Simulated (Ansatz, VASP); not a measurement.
**Ta: VASP beside Ansatz**

```
Ta
1.0
    -1.69992    1.69992    1.69992
     1.69992   -1.69992    1.69992
     1.69992    1.69992   -1.69992
Ta
1
Direct
  0.00000 0.00000 0.00000
```

Alike in both runs: task single point; functional BLYP; k mesh 22 × 22 × 22; occupations fermi-dirac, width 0.1 eV; no spin polarisation.

|  | VASP | Ansatz |
| --- | --- | --- |
| version | VASP 6.6.1 | Ansatz 0.2.0 |
| potentials or method | VASP PAW PBE potentials, release 64 (Ta_pv), cutoff 520 eV | plane waves (420 eV) with PAW, scalar-relativistic |
| valence electrons in the cell | 11 | 13 |

Ansatz gave:

- pressure (GPa): -6.7

Question: Which values does VASP return?

Answer: Pressure (GPa): -6.0.

VASP's potentials were made for PBE, not for BLYP. VASP's potentials hold 11 valence electrons a cell and Ansatz's 13, so a difference there can come from the potentials and not from the codes.

Spin-orbit coupling is off throughout.
